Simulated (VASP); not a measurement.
# CdS (F-43m) in VASP: notebook

The runs below take CdS through single point, with PBE.

Program: VASP 6.6.1. These are calculated values, not measurements. Logs are shortened: lines on timing, memory, paths and dates and some standing lists are left out, and cuts for length are marked.

## (1) The cell of the first run

It takes space group F-43m (No. 216, cubic). Conventional cell: a = 5.818 Å, b = 5.818 Å, c = 5.818 Å, α = 90.00°, β = 90.00°, γ = 90.00°. Within 3.3 Å of Cd (site symmetry -43m) lie 4 S at 2.52 Å. S (site symmetry -43m) has 4 Cd at 2.52 Å within 3.3 Å.

## (2) Single point, PBE

INCAR

```
SYSTEM = CdS
PREC = Accurate
ENCUT = 500
EDIFF = 1E-6
ISMEAR = 0
SIGMA = 0.01
LREAL = .False.
LASPH = .True.
NELM = 120
ALGO = Normal
ISIF = 2
LWAVE = .False.
LCHARG = .False.
GGA = PE
NBANDS = 16
GGA_COMPAT = .False.
```

KPOINTS

```
Automatic mesh
0
Gamma
  6 6 6
  0 0 0
```

POSCAR

```
CdS
1.0
    0.0000000000      2.9090000000      2.9090000000
    2.9090000000      0.0000000000      2.9090000000
    2.9090000000      2.9090000000      0.0000000000
Cd S
1 1
Direct
    0.0000000000      0.0000000000      0.0000000000
    0.2500000000      0.2500000000      0.2500000000
```

Potentials or basis: VASP PAW PBE potentials, release 64 (Cd, S).

Run with:

```console
> cat potpaw_PBE.64/Cd/POTCAR potpaw_PBE.64/S/POTCAR > POTCAR
> mpirun -np 1 vasp_std > vasp.out
```

OUTCAR:

```text
SYSTEM = CdS
   PREC = Accurate
   ENCUT = 500
   EDIFF = 1E-6
   ISMEAR = 0
   LREAL = .False.
   LASPH = .True.
   NELM = 120
   ISIF = 2
   GGA = PE

 ion  position               nearest neighbor table
   1  0.000  0.000  0.000-   2 2.52   2 2.52   2 2.52   2 2.52
   2  0.250  0.250  0.250-   1 2.52   1 2.52   1 2.52   1 2.52

  LATTYP: Found a face centered cubic cell.
 ALAT       =     5.8180000000

  Lattice vectors:

 A1 = (   0.0000000000,   2.9090000000,   2.9090000000)
 A2 = (   2.9090000000,   0.0000000000,   2.9090000000)
 A3 = (   2.9090000000,   2.9090000000,   0.0000000000)

Analysis of symmetry for initial positions (statically):
=====================================================================
 Subroutine PRICEL returns:
 Original cell was already a primitive cell.

 Routine SETGRP: Setting up the symmetry group for a
 face centered cubic supercell.

 Subroutine GETGRP returns: Found 24 space group operations
 (whereof 24 operations were pure point group operations)
 out of a pool of 48 trial point group operations.

The static configuration has the point symmetry T_d .

Analysis of symmetry for dynamics (positions and initial velocities):
=====================================================================
 Subroutine PRICEL returns:
 Original cell was already a primitive cell.

 Routine SETGRP: Setting up the symmetry group for a
 face centered cubic supercell.

 Subroutine GETGRP returns: Found 24 space group operations
 (whereof 24 operations were pure point group operations)
 out of a pool of 48 trial point group operations.

The dynamic configuration has the point symmetry T_d .

 Subroutine INISYM returns: Found 24 space group operations
 (whereof 24 operations are pure point group operations),
 and found     1 'primitive' translations

----------------------------------------------------------------------------------------

                                     Primitive cell

  volume of cell :      49.2336

  direct lattice vectors                    reciprocal lattice vectors
     0.000000000  2.909000000  2.909000000    -0.171880371  0.171880371  0.171880371
     2.909000000  0.000000000  2.909000000     0.171880371 -0.171880371  0.171880371
     2.909000000  2.909000000  0.000000000     0.171880371  0.171880371 -0.171880371

  length of vectors
     4.113947253  4.113947253  4.113947253     0.297705536  0.297705536  0.297705536

  position of ions in fractional coordinates (direct lattice)
     0.000000000  0.000000000  0.000000000
     0.250000000  0.250000000  0.250000000

  ion indices of the primitive-cell ions
   primitive index   ion index
                 1           1
                 2           2

----------------------------------------------------------------------------------------

 KPOINTS: Automatic mesh

Automatic generation of k-mesh.
 Grid dimensions read from file:
 generate k-points for:    6    6    6

 Generating k-lattice:

  Cartesian coordinates                     Fractional coordinates (reciprocal lattice)
    -0.028646729  0.028646729  0.028646729     0.166666667  0.000000000  0.000000000
     0.028646729 -0.028646729  0.028646729     0.000000000  0.166666667  0.000000000
     0.028646729  0.028646729 -0.028646729     0.000000000  0.000000000  0.166666667

  Length of vectors
     0.049617589  0.049617589  0.049617589

  Shift w.r.t. Gamma in fractional coordinates (k-lattice)
     0.000000000  0.000000000  0.000000000

 Subroutine IBZKPT returns following result:
 ===========================================

 Found     16 irreducible k-points:

 Following reciprocal coordinates:
            Coordinates               Weight
  0.000000  0.000000  0.000000      1.000000
  0.166667  0.000000  0.000000      8.000000
  0.333333  0.000000  0.000000      8.000000
  0.500000  0.000000  0.000000      4.000000
  0.166667  0.166667  0.000000      6.000000
  0.333333  0.166667  0.000000     24.000000
[... 8 lines left out ...]
 -0.333333  0.333333  0.166667     24.000000
 -0.333333  0.500000  0.166667     12.000000
   k-points           NKPTS =     16   k-points in BZ     NKDIM =     16   number of bands    NBANDS=     16
   number of dos      NEDOS =    301   number of ions     NIONS =      2
   total plane-waves  NPLWV =  27000
   dimension x,y,z NGX =    30 NGY =   30 NGZ =   30
   dimension x,y,z NGXF=    60 NGYF=   60 NGZF=   60
   ions per type =               1   1
   NGX,Y,Z   is equivalent  to a cutoff of  12.12, 12.12, 12.12 a.u.
   NGXF,Y,Z  is equivalent  to a cutoff of  24.25, 24.25, 24.25 a.u.
 SYSTEM =  CdS
   PREC   = accura    normal or accurate (medium, high low for compatibility)
   ISTART =      0    job   : 0-new  1-cont  2-samecut
   ICHARG =      2    charge: 1-file 2-atom 10-const
   ISPIN  =      1    spin polarized calculation?
   LNONCOLLINEAR =      F non collinear calculations
   LSORBIT =      F    spin-orbit coupling
   LASPH  =      T    aspherical Exc in radial PAW
   ENCUT  =  500.0 eV  36.75 Ry    6.06 a.u.   7.50  7.50  7.50*2*pi/ulx,y,z
   NELM   =    120;   NELMIN=  2; NELMDL= -5     # of ELM steps
   EDIFF  = 0.1E-05   stopping-criterion for ELM
   LREAL  =      F    real-space projection
[... 7 lines left out ...]
   TEBEG  =    0.0;   TEEND  =   0.0 temperature during run
   PSTRESS=    0.0 pullay stress
   NELECT =      18.0000    total number of electrons
   NUPDOWN=      -1.0000    fix difference up-down
   EMIN   =  10.00;   EMAX   =-10.00  energy-range for DOS
   EFERMI =   0.00;   METHOD = LEGACY
   ISMEAR =     0;   SIGMA  =   0.01  broadening in eV -4-tet -1-fermi 0-gaus
   EFERMI_NEDOS =   21; number of points for ismear=-14 and -15
   IALGO  =     38    algorithm
   IMIX   =      4    mixing-type and parameters
     AMIX     =   0.40;   BMIX     =  1.00
     AMIX_MAG =   1.60;   BMIX_MAG =  1.00
  volume/ion in A,a.u.               =      24.62       166.12
  Fermi-wavevector in a.u.,A,eV,Ry     =   1.170609  2.212131 18.644417  1.370326
  Thomas-Fermi vector in A             =   2.307065
   LORBIT       =      0    0 simple, 1 ext, 2 COOP (PROOUT), +10 PAW based schemes
   GGA     = PE    functional components
   LHFCALC =     F    Hartree Fock is set to
   AEXX    =    0.0000 exact exchange contribution
   IVDW    =     0    specifies the selected vdW correction
   LEPSILON=     F    determine dielectric tensor
   LRPA    =     F    only Hartree local field effects (RPA)
 non-spin polarized calculation
 Gauss-broadening in eV      SIGMA  =   0.01
  energy-cutoff  :      500.00
  volume of cell :       49.23
 maximum number of plane-waves:      1272
 NGX is ok and might be reduce to    30
   NGX = 15   NGY = 15   NGZ = 15

 number of electron      18.0000005 magnetization

 Free energy of the ion-electron system (eV)
  ---------------------------------------------------
  ext. energy  EPLUGINS =         0.00000000
  ---------------------------------------------------
  free energy    TOTEN  =        -6.11062105 eV

  energy without entropy =       -6.11062105  energy(sigma->0) =       -6.11062105

 E-fermi :   1.5112     XC(G=0):  -9.1850

 val. band max:        1.3834883175   @ k =   0.0000   0.0000   0.0000
 cond. band min:       2.5489383885   @ k =   0.0000   0.0000   0.0000
 fundamental gap:      1.1654500709
 Fermi energy:         1.5111992819

 k-point     1 :       0.0000    0.0000    0.0000
  band No.  band energies     occupation
      1     -11.0341      2.00000
      2      -6.3754      2.00000
      3      -6.3754      2.00000
      4      -6.3754      2.00000
      5      -5.8851      2.00000
      6      -5.8851      2.00000
[... 8 lines left out ...]
     15      12.8744      0.00000
     16      12.8744      0.00000

 k-point     2 :       0.1667    0.0000    0.0000
  band No.  band energies     occupation
      1     -10.9262      2.00000
      2      -6.3369      2.00000
      3      -6.3369      2.00000
      4      -6.2751      2.00000
      5      -5.8858      2.00000
      6      -5.8858      2.00000
[... 8 lines left out ...]
     15      12.0849      0.00000
     16      13.2544      0.00000

 k-point     3 :       0.3333    0.0000    0.0000
  band No.  band energies     occupation
      1     -10.7091      2.00000
      2      -6.2742      2.00000
      3      -6.2742      2.00000
      4      -5.8983      2.00000
      5      -5.8680      2.00000
      6      -5.8680      2.00000
[... 8 lines left out ...]
     15      12.5086      0.00000
     16      12.5086      0.00000

 k-point     4 :       0.5000    0.0000    0.0000
  band No.  band energies     occupation
      1     -10.6013      2.00000
      2      -6.2526      2.00000
      3      -6.2526      2.00000
      4      -5.8463      2.00000
      5      -5.8463      2.00000
      6      -5.4979      2.00000
[... 8 lines left out ...]
     15      13.9502      0.00000
     16      13.9502      0.00000

 k-point     5 :       0.1667    0.1667    0.0000
  band No.  band energies     occupation
      1     -10.8906      2.00000
      2      -6.2973      2.00000
      3      -6.2973      2.00000
      4      -6.2966      2.00000
      5      -5.9103      2.00000
      6      -5.8628      2.00000
[... 8 lines left out ...]
     15      13.0492      0.00000
     16      14.8619      0.00000

 k-point     6 :       0.3333    0.1667    0.0000
  band No.  band energies     occupation
      1     -10.7110      2.00000
      2      -6.2569      2.00000
      3      -6.2223      2.00000
      4      -6.0639      2.00000
      5      -5.8617      2.00000
      6      -5.8426      2.00000
[... 8 lines left out ...]
     15      13.2636      0.00000
     16      14.4110      0.00000
[... 115 lines left out ...]
 k-point    13 :       0.5000    0.5000    0.0000
  band No.  band energies     occupation
      1     -10.4678      2.00000
      2      -6.1597      2.00000
      3      -6.0185      2.00000
      4      -6.0185      2.00000
      5      -5.7957      2.00000
      6      -5.4328      2.00000
[... 8 lines left out ...]
     15      13.7502      0.00000
     16      14.9009      0.00000

 k-point    14 :       0.5000    0.3333    0.1667
  band No.  band energies     occupation
      1     -10.5708      2.00000
      2      -6.1825      2.00000
      3      -6.1746      2.00000
      4      -5.9850      2.00000
      5      -5.8445      2.00000
      6      -5.5909      2.00000
[... 8 lines left out ...]
     15      14.4296      0.00000
     16      14.6498      0.00000

 k-point    15 :      -0.3333    0.3333    0.1667
  band No.  band energies     occupation
      1     -10.5025      2.00000
      2      -6.1788      2.00000
      3      -6.1346      2.00000
      4      -5.9270      2.00000
      5      -5.8665      2.00000
      6      -5.3178      2.00000
[... 8 lines left out ...]
     15      13.8983      0.00000
     16      14.7366      0.00000

 k-point    16 :      -0.3333    0.5000    0.1667
  band No.  band energies     occupation
      1     -10.4691      2.00000
      2      -6.1436      2.00000
      3      -6.0964      2.00000
      4      -5.9649      2.00000
      5      -5.8421      2.00000
      6      -5.2865      2.00000
[... 8 lines left out ...]
     15      14.6089      0.00000
     16      14.7314      0.00000

------------------------ aborting loop because EDIFF is reached ----------------------------------------

  FORCE on cell =-STRESS in cart. coord.  units (eV):
  Direction    XX          YY          ZZ          XY          YZ          ZX
  --------------------------------------------------------------------------------------
  -------------------------------------------------------------------------------------
  Total        1.1490041      1.1490041      1.1490041      0.0000000      0.0000000      0.0000000
  in kB       37.3913377     37.3913377     37.3913377      0.0000000      0.0000000      0.0000000
  external PRESSURE =      37.3913377 kB  Pullay stress =       0.0000000 kB

 VOLUME and BASIS-vectors are now :
 -----------------------------------------------------------------------------
  energy-cutoff  :      500.00
  volume of cell :       49.23
      direct lattice vectors                 reciprocal lattice vectors
     0.000000000  2.909000000  2.909000000    -0.171880371  0.171880371  0.171880371
     2.909000000  0.000000000  2.909000000     0.171880371 -0.171880371  0.171880371
     2.909000000  2.909000000  0.000000000     0.171880371  0.171880371 -0.171880371

 POSITION                                       TOTAL-FORCE (eV/Angst)
 -----------------------------------------------------------------------------------
      0.00000      0.00000      0.00000         0.000000     -0.000000     -0.000000
      1.45450      1.45450      1.45450        -0.000000      0.000000      0.000000
 -----------------------------------------------------------------------------------
    total drift:                               -0.000000     -0.000000     -0.000000

  FREE ENERGIE OF THE ION-ELECTRON SYSTEM (eV)
  ---------------------------------------------------
  free  energy   TOTEN  =        -6.1106210546 eV

  energy  without entropy=       -6.1106210546  energy(sigma->0) =       -6.11062105
```

Wall time 7.6 s (1 thread of Intel Xeon 6975P-C (Granite Rapids), shared host); peak memory 0.16 GiB.

Results:

| Property | Result |
| --- | --- |
| Free energy | -6.1106 eV |
| Pressure | 3.7 GPa |
| Band gap on the k mesh | 1.17 eV, direct |

Levels at points of the mesh, in eV from the valence-band top:
| k point | band 5 | band 6 | band 7 | band 8 | band 9 | band 10 | band 11 | band 12 | band 13 | band 14 |
| --- | --- | --- | --- | --- | --- | --- | --- | --- | --- | --- |
| (0.00, 0.00, 0.00) | -7.27 | -7.27 | 0.00 | 0.00 | 0.00 | 1.17 | 6.54 | 6.54 | 6.54 | 11.48 |
| (0.50, 0.00, 0.00) | -7.23 | -6.88 | -4.45 | -0.76 | -0.76 | 3.03 | 7.01 | 7.01 | 7.50 | 11.11 |
| (0.50, 0.50, 0.00) | -7.18 | -6.82 | -3.99 | -1.91 | -1.91 | 3.54 | 4.36 | 9.27 | 10.83 | 10.83 |

## (3) Single point, PBE

INCAR

```
ALGO     = Normal         # electronic algorithm
EDIFF    = 1E-6           # SCF threshold, eV
ENCUT    = 500            # plane-wave cutoff, eV
GGA      = PE             # functional
GGA_COMPAT= F            
ISIF     = 2              # what is computed and relaxed
ISMEAR   = 0              # smearing method
LASPH    = T              # aspherical terms in the spheres
LCHARG   = F              # write CHGCAR
LREAL    = F              # projectors in reciprocal space
LWAVE    = F              # write WAVECAR
NBANDS   = 16             # bands
NELM     = 120            # most SCF steps
PREC     = Accurate       # precision mode
SIGMA    = 0.01           # smearing width, eV
```

KPOINTS

```
k-points
0
Gamma
  8 8 8
```

POSCAR is that of step 2.

Potentials or basis: VASP PAW PBE potentials, release 64 (Cd, S).

Run with:

```console
> cat potpaw_PBE.64/Cd/POTCAR potpaw_PBE.64/S/POTCAR > POTCAR
> mpirun -np 1 vasp_std > vasp.out
```

It took 11 s on 1 thread of Intel Xeon 6975P-C (Granite Rapids), shared host; peak memory 0.16 GiB.

Results (log left out):

```
Free energy            : -6.1129 eV
Pressure               : 3.7 GPa
Band gap on the k mesh : 1.17 eV, direct
```

Levels at points of the mesh, in eV from the valence-band top:
```csv
k point,band 7,band 8,band 9,band 10,band 11,band 12
"(0.00, 0.00, 0.00)",0.00,0.00,0.00,1.17,6.54,6.54
"(0.50, 0.00, 0.00)",-4.45,-0.76,-0.76,3.03,7.01,7.01
"(0.50, 0.50, 0.00)",-3.99,-1.91,-1.91,3.54,4.36,9.27
```
